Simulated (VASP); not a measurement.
# AlNi3 (Fm-3m) in VASP: further runs

The runs below take AlNi3 through relaxation of cell and atoms, with PBEsol.

Program: VASP 6.6.1. These are calculated values, not measurements. Logs are shortened: lines on timing, memory, paths and dates and some standing lists are left out, and cuts for length are marked.

**1. The cell of the first run**

Symmetry: Fm-3m, No. 225, cubic system. Conventional cell: a = 5.604 Å, b = 5.604 Å, c = 5.604 Å, α = 90.00°, β = 90.00°, γ = 90.00°. Within 3.2 Å of Ni (site symmetry -43m) lie 4 Al at 2.43 Å and 10 Ni at 2.43 to 2.80 Å. Within 3.2 Å of Ni (site symmetry m-3m) lie 8 Ni at 2.43 Å and 6 Al at 2.80 Å. Within 3.2 Å of Al (site symmetry m-3m) lie 14 Ni at 2.43 to 2.80 Å.

**2. Relaxation of cell and atoms, PBEsol, collinear spin, ferromagnetic start, target pressure 5 GPa, at which the enthalpy is minimised**

Contents of INCAR:

```
PREC = Accurate ; ENCUT = 600
EDIFF = 1E-7 ; ISMEAR = -1
SIGMA = 0.05 ; LREAL = False
LASPH = True ; NELM = 150
ALGO = Normal ; ISIF = 3
LWAVE = False ; LCHARG = False
ISPIN = 2 ; MAGMOM = 1 1 1 0
LORBIT = 11 ; LMAXMIX = 4
GGA = PS ; IBRION = 2
NSW = 60 ; EDIFFG = -0.01
PSTRESS = 50.0
```

Contents of KPOINTS:

```
Automatic mesh
0
Gamma
  8 8 8
```

Contents of POSCAR:

```
AlNi3
1.0
    0.0000000000      2.8018887551      2.8018887551
    2.8018887551      0.0000000000      2.8018887551
    2.8018887551      2.8018887551      0.0000000000
Ni Al
3 1
Direct
    0.7500000000      0.7500000000      0.7500000000
    0.0000000000      0.0000000000      0.0000000000
    0.2500000000      0.2500000000      0.2500000000
    0.5000000000      0.5000000000      0.5000000000
```

Potentials or basis: VASP PAW PBE potentials, release 64 (Ni, Al).

Command:

```
$ cat potpaw_PBE.64/Ni/POTCAR potpaw_PBE.64/Al/POTCAR > POTCAR
$ mpirun -np 1 vasp_std > vasp.out
```

OUTCAR:

```text
PREC = Accurate
   ENCUT = 600
   EDIFF = 1E-7
   ISMEAR = -1
   LREAL = False
   LASPH = True
   NELM = 150
   ISIF = 3
   ISPIN = 2
   LORBIT = 11
   GGA = PS
   IBRION = 2
   NSW = 60
   EDIFFG = -0.01
   PSTRESS = 50.0

 ion  position               nearest neighbor table
   1  0.750  0.750  0.750-   4 2.43   2 2.43   4 2.43   2 2.43   4 2.43   4 2.43   2 2.43   2 2.43
                             3 2.80   3 2.80   3 2.80   3 2.80   3 2.80   3 2.80
   2  0.000  0.000  0.000-   1 2.43   3 2.43   1 2.43   1 2.43   3 2.43   1 2.43   3 2.43   3 2.43
                             4 2.80   4 2.80   4 2.80   4 2.80   4 2.80   4 2.80
   3  0.250  0.250  0.250-   2 2.43   4 2.43   2 2.43   2 2.43   4 2.43   2 2.43   4 2.43   4 2.43
                             1 2.80   1 2.80   1 2.80   1 2.80   1 2.80   1 2.80
   4  0.500  0.500  0.500-   3 2.43   1 2.43   3 2.43   1 2.43   3 2.43   3 2.43   1 2.43   1 2.43
                             2 2.80   2 2.80   2 2.80   2 2.80   2 2.80   2 2.80

  LATTYP: Found a face centered cubic cell.
 ALAT       =     5.6037775102

  Lattice vectors:

 A1 = (   0.0000000000,   2.8018887551,   2.8018887551)
 A2 = (   2.8018887551,   0.0000000000,   2.8018887551)
 A3 = (   2.8018887551,   2.8018887551,   0.0000000000)

Analysis of symmetry for initial positions (statically):
=====================================================================
 Subroutine PRICEL returns:
 Original cell was already a primitive cell.

 Routine SETGRP: Setting up the symmetry group for a
 face centered cubic supercell.

 Subroutine GETGRP returns: Found 48 space group operations
 (whereof 48 operations were pure point group operations)
 out of a pool of 48 trial point group operations.

The static configuration has the point symmetry O_h .

Analysis of symmetry for dynamics (positions and initial velocities):
=====================================================================
 Subroutine PRICEL returns:
 Original cell was already a primitive cell.

 Routine SETGRP: Setting up the symmetry group for a
 face centered cubic supercell.

 Subroutine GETGRP returns: Found 48 space group operations
 (whereof 48 operations were pure point group operations)
 out of a pool of 48 trial point group operations.

The dynamic configuration has the point symmetry O_h .

Analysis of structural, dynamic, and magnetic symmetry:
=====================================================================
 Subroutine PRICEL returns:
 Original cell was already a primitive cell.

 Routine SETGRP: Setting up the symmetry group for a
 face centered cubic supercell.

 Subroutine GETGRP returns: Found 48 space group operations
 (whereof 48 operations were pure point group operations)
 out of a pool of 48 trial point group operations.

The overall configuration has the point symmetry O_h .

 Subroutine INISYM returns: Found 48 space group operations
 (whereof 48 operations are pure point group operations),
 and found     1 'primitive' translations

----------------------------------------------------------------------------------------

                                     Primitive cell

  volume of cell :      43.9929

  direct lattice vectors                    reciprocal lattice vectors
     0.000000000  2.801888755  2.801888755    -0.178451053  0.178451053  0.178451053
     2.801888755  0.000000000  2.801888755     0.178451053 -0.178451053  0.178451053
     2.801888755  2.801888755  0.000000000     0.178451053  0.178451053 -0.178451053

  length of vectors
     3.962469078  3.962469078  3.962469078     0.309086291  0.309086291  0.309086291

  position of ions in fractional coordinates (direct lattice)
     0.750000000  0.750000000  0.750000000
     0.000000000  0.000000000  0.000000000
     0.250000000  0.250000000  0.250000000
     0.500000000  0.500000000  0.500000000

  ion indices of the primitive-cell ions
   primitive index   ion index
                 1           1
                 2           2
                 3           3
                 4           4

----------------------------------------------------------------------------------------

 KPOINTS: Automatic mesh

Automatic generation of k-mesh.
 Grid dimensions read from file:
 generate k-points for:    8    8    8

 Generating k-lattice:

  Cartesian coordinates                     Fractional coordinates (reciprocal lattice)
    -0.022306382  0.022306382  0.022306382     0.125000000  0.000000000  0.000000000
     0.022306382 -0.022306382  0.022306382     0.000000000  0.125000000  0.000000000
     0.022306382  0.022306382 -0.022306382     0.000000000  0.000000000  0.125000000

  Length of vectors
     0.038635786  0.038635786  0.038635786

  Shift w.r.t. Gamma in fractional coordinates (k-lattice)
     0.000000000  0.000000000  0.000000000

 Subroutine IBZKPT returns following result:
 ===========================================

 Found     29 irreducible k-points:

 Following reciprocal coordinates:
            Coordinates               Weight
  0.000000  0.000000  0.000000      1.000000
  0.125000  0.000000  0.000000      8.000000
  0.250000  0.000000  0.000000      8.000000
  0.375000  0.000000  0.000000      8.000000
  0.500000  0.000000  0.000000      4.000000
  0.125000  0.125000  0.000000      6.000000
[... 16 lines left out ...]
  0.500000  0.250000  0.125000     48.000000
 -0.375000  0.250000  0.125000     24.000000
 [... further k-points ...]
   k-points           NKPTS =     29   k-points in BZ     NKDIM =     29   number of bands    NBANDS=     22
   number of dos      NEDOS =    301   number of ions     NIONS =      4
   total plane-waves  NPLWV =  32768
   dimension x,y,z NGX =    32 NGY =   32 NGZ =   32
   dimension x,y,z NGXF=    64 NGYF=   64 NGZF=   64
   ions per type =               3   1
   NGX,Y,Z   is equivalent  to a cutoff of  13.43, 13.43, 13.43 a.u.
   NGXF,Y,Z  is equivalent  to a cutoff of  26.85, 26.85, 26.85 a.u.
 SYSTEM =  unknown system
   PREC   = accura    normal or accurate (medium, high low for compatibility)
   ISTART =      0    job   : 0-new  1-cont  2-samecut
   ICHARG =      2    charge: 1-file 2-atom 10-const
   ISPIN  =      2    spin polarized calculation?
   LNONCOLLINEAR =      F non collinear calculations
   LSORBIT =      F    spin-orbit coupling
   LASPH  =      T    aspherical Exc in radial PAW
   ENCUT  =  600.0 eV  44.10 Ry    6.64 a.u.   7.91  7.91  7.91*2*pi/ulx,y,z
   NELM   =    150;   NELMIN=  2; NELMDL= -5     # of ELM steps
   EDIFF  = 0.1E-06   stopping-criterion for ELM
   LREAL  =      F    real-space projection
   EDIFFG = -.1E-01   stopping-criterion for IOM
   NSW    =     60    number of steps for IOM
   IBRION =      2    ionic relax: 0-MD 1-quasi-New 2-CG
   NFREE  =      1    steps in history (QN), initial steepest desc. (CG)
   ISIF   =      3    stress and relaxation
   ISYM   =      2    0-nonsym 1-usesym 2-fastsym
   POTIM  = 0.5000    time-step for ionic-motion
   TEBEG  =    0.0;   TEEND  =   0.0 temperature during run
   PSTRESS=   50.0 pullay stress
   NELECT =      33.0000    total number of electrons
   NUPDOWN=      -1.0000    fix difference up-down
   EMIN   =  10.00;   EMAX   =-10.00  energy-range for DOS
   EFERMI =   0.00;   METHOD = LEGACY
   ISMEAR =    -1;   SIGMA  =   0.05  broadening in eV -4-tet -1-fermi 0-gaus
   EFERMI_NEDOS =   21; number of points for ismear=-14 and -15
   IALGO  =     38    algorithm
   IMIX   =      4    mixing-type and parameters
     AMIX     =   0.40;   BMIX     =  1.00
     AMIX_MAG =   1.60;   BMIX_MAG =  1.00
  volume/ion in A,a.u.               =      11.00        74.22
  Fermi-wavevector in a.u.,A,eV,Ry     =   1.487483  2.810935 30.104316  2.212605
  Thomas-Fermi vector in A             =   2.600638
   LORBIT       =     11    0 simple, 1 ext, 2 COOP (PROOUT), +10 PAW based schemes
   GGA     = PS    functional components
   LHFCALC =     F    Hartree Fock is set to
   AEXX    =    0.0000 exact exchange contribution
   IVDW    =     0    specifies the selected vdW correction
   LEPSILON=     F    determine dielectric tensor
   LRPA    =     F    only Hartree local field effects (RPA)
 conjugate gradient relaxation of ions
 spin polarized calculation
  energy-cutoff  :      600.00
  volume of cell :       43.99
 maximum number of plane-waves:      1480
   NGX = 15   NGY = 15   NGZ = 15

--------------------------------------- Ionic step        1  -------------------------------------------

 number of electron      33.0000021 magnetization       0.0003786

 number of electron      33.0000021 magnetization      -0.0001757

 Free energy of the ion-electron system (eV)
  ---------------------------------------------------
  ext. energy  EPLUGINS =         0.00000000
  ---------------------------------------------------
  free energy    TOTEN  =       -24.08668932 eV

  energy without entropy =      -24.06752969  energy(sigma->0) =      -24.07710950

 E-fermi :   9.7955     XC(G=0): -12.9629

 val. band max:        9.7945462640   @ k =  -0.2500   0.5000   0.2500
 cond. band min:       9.8149807872   @ k =  -0.3750   0.1250   0.0000
 fundamental gap:      0.0204345232
 Fermi energy:         9.7955399875

 spin component 1

 k-point     1 :       0.0000    0.0000    0.0000
  band No.  band energies     occupation
      1      -0.4040      1.00000
      2       6.1966      1.00000
      3       6.1966      1.00000
      4       6.3221      1.00000
      5       6.3221      1.00000
      6       6.3221      1.00000
[... 1276 lines left out ...]
--------------------------------------- Ionic step        3  -------------------------------------------

 number of electron      32.9999993 magnetization      -0.0000005

 number of electron      32.9999993 magnetization       0.0000005

 Free energy of the ion-electron system (eV)
  ---------------------------------------------------
  ext. energy  EPLUGINS =         0.00000000
  ---------------------------------------------------
  free energy    TOTEN  =       -24.07155627 eV

  energy without entropy =      -24.05325151  energy(sigma->0) =      -24.06240389

 E-fermi :  10.1832     XC(G=0): -13.1121

 val. band max:       10.1598505013   @ k =   0.5000   0.5000   0.0000
 cond. band min:      10.1847389033   @ k =  -0.3750   0.5000   0.1250
 fundamental gap:      0.0248884019
 Fermi energy:        10.1832020094

 spin component 1

 k-point     1 :       0.0000    0.0000    0.0000
  band No.  band energies     occupation
      1      -0.2138      1.00000
      2       6.4309      1.00000
      3       6.4309      1.00000
      4       6.5805      1.00000
      5       6.5805      1.00000
      6       6.5805      1.00000
[... 1226 lines left out ...]
  FREE ENERGIE OF THE ION-ELECTRON SYSTEM (eV)
  ---------------------------------------------------
  free  energy   TOTEN  =       -24.0715562703 eV

  energy  without entropy=      -24.0532515143  energy(sigma->0) =      -24.06240389

  enthalpy is  TOTEN    =       -22.7355738602 eV   P V=        1.3359824100

 reached required accuracy - stopping structural energy minimisation

 total charge

# of ion       s       p       d       tot
------------------------------------------
    1        0.500   0.557   8.461   9.518
    2        0.506   0.537   8.422   9.465
    3        0.500   0.557   8.461   9.518
    4        0.408   0.427   0.000   0.835
--------------------------------------------------
tot          1.913   2.079  25.344  29.336

 magnetization (x)

# of ion       s       p       d       tot
------------------------------------------
    1        0.000   0.000  -0.000   0.000
    2        0.000   0.000  -0.000  -0.000
    3        0.000   0.000  -0.000   0.000
    4       -0.000  -0.000   0.000  -0.000
--------------------------------------------------
tot          0.000   0.000  -0.000  -0.000
```

Run time: 3.3 min. Hardware: 1 thread of Intel Xeon 8259CL, shared host; peak memory 0.24 GiB.

What came out:

```yaml
Free_energy: -24.0716 eV
Relaxed_volume: 10.70 Å³/atom
Relaxed_cell: a = 3.927 Å, b = 3.927 Å, c = 3.927 Å, α = 60.00°, β = 60.00°, γ = 60.00°
Space_group_after_relaxing_to_0.1_Å: Fm-3m (No. 225)
Energy_change_on_relaxing_the_run_minimises_the_enthalpy: +3.8 meV/atom
Ionic_steps: 3
Pressure_after_relaxing: 4.9 GPa
Net_moment: 0.00 μB per cell
Valence_electrons_inside_the_program's_atomic_spheres: Ni 9.52, 9.46 (each value once); Al 0.83
```

The path:
```csv
step,energy change (eV),largest force (eV/Å),pressure (GPa),volume (Å³)
1,0.0000,0.0000,-0.72,43.99
2,0.0819,0.0000,12.09,41.54
3,0.0151,0.0000,4.95,42.81
```

Final structure:
```yaml
crystal:
  lattice:
    - [0.00000, 2.77654, 2.77654]
    - [2.77654, 0.00000, 2.77654]
    - [2.77654, 2.77654, 0.00000]
  atoms:
    - { symbol: Ni, position: [0.75000, 0.75000, 0.75000] }
    - { symbol: Ni, position: [0.00000, 0.00000, 0.00000] }
    - { symbol: Ni, position: [0.25000, 0.25000, 0.25000] }
    - { symbol: Al, position: [0.50000, 0.50000, 0.50000] }
```

Caveat: the cell is relaxed towards a set pressure, so the run minimises the enthalpy, not the energy; the moments typed at the start vanished in this run; the PAW data sets were made with another functional, which shifts forces and pressure a little.

**3. Relaxation of cell and atoms, PBEsol, collinear spin, ferromagnetic start, target pressure 10 GPa, at which the enthalpy is minimised**

Contents of INCAR:

```
  PREC = Accurate
  ENCUT = 600
  EDIFF = 1E-6
  ISMEAR = -1
  SIGMA = 0.05
  LREAL = False
  LASPH = True
  NELM = 150
  ALGO = Normal
  ISIF = 3
  LWAVE = False
  LCHARG = False
  ISPIN = 2
  MAGMOM = 1 1 1 0
  LORBIT = 11
  LMAXMIX = 4
  GGA = PS
  IBRION = 2
  NSW = 60
  EDIFFG = -0.01
  PSTRESS = 100.0
```

KPOINTS is that of step 2.

POSCAR is that of step 2.

Potentials or basis: VASP PAW PBE potentials, release 64 (Ni, Al).

Command:

```
$ cat potpaw_PBE.64/Ni/POTCAR potpaw_PBE.64/Al/POTCAR > POTCAR
$ mpirun -np 1 vasp_std > vasp.out
```

It took 3 min on 1 thread of Intel Xeon 8259CL, shared host; peak memory 0.24 GiB.

It converged, with:

- Free energy: -24.0307 eV
- Relaxed volume: 10.48 Å³/atom
- Relaxed cell: a = 3.899 Å, b = 3.899 Å, c = 3.899 Å, α = 60.00°, β = 60.00°, γ = 60.00°
- Space group after relaxing (to 0.1 Å): Fm-3m (No. 225)
- Energy change on relaxing (the run minimises the enthalpy): +14.0 meV/atom
- Ionic steps: 3
- Pressure after relaxing: 9.9 GPa
- Net moment: 0.00 μB per cell
- Valence electrons inside the program's atomic spheres: Ni 9.56, 9.51 (each value once); Al 0.85

The path:
```csv
step,energy change (eV),largest force (eV/Å),pressure (GPa),volume (Å³)
1,0.0000,0.0000,-0.70,43.99
2,0.3263,0.0000,26.49,39.48
3,0.0560,0.0000,9.95,41.92
```

Final structure:
```
CELL_PARAMETERS angstrom
0.00000 2.75717 2.75717
2.75717 0.00000 2.75717
2.75717 2.75717 0.00000
ATOMIC_POSITIONS crystal
Ni 0.75000 0.75000 0.75000
Ni 0.00000 0.00000 0.00000
Ni 0.25000 0.25000 0.25000
Al 0.50000 0.50000 0.50000
```

Levels at points of the mesh, in eV from the Fermi level:
Spin up:
| k point | band 14 | band 15 | band 16 | band 17 | band 18 | band 19 |
| --- | --- | --- | --- | --- | --- | --- |
| (0.00, 0.00, 0.00) | -0.59 | -0.54 | -0.54 | 5.60 | 5.60 | 5.60 |
| (0.50, 0.00, 0.00) | -0.68 | -0.50 | -0.50 | -0.14 | 4.45 | 4.45 |
| (0.50, 0.50, 0.00) | -0.79 | -0.62 | -0.37 | -0.37 | -0.37 | -0.02 |
Spin down:
```
           k point  band 13  band 14  band 15  band 16  band 17  band 18  band 19  band 20
(0.00, 0.00, 0.00)    -0.59    -0.59    -0.54    -0.54     5.60     5.60     5.60     6.19
(0.50, 0.00, 0.00)    -0.68    -0.68    -0.50    -0.50    -0.14     4.45     4.45     5.04
(0.50, 0.50, 0.00)    -1.12    -0.79    -0.62    -0.37    -0.37    -0.37    -0.02     4.50
```

Caveat: the cell is relaxed towards a set pressure, so the run minimises the enthalpy, not the energy; the moments typed at the start vanished in this run; the PAW data sets were made with another functional, which shifts forces and pressure a little.

(Continued in part 2 of 2.)
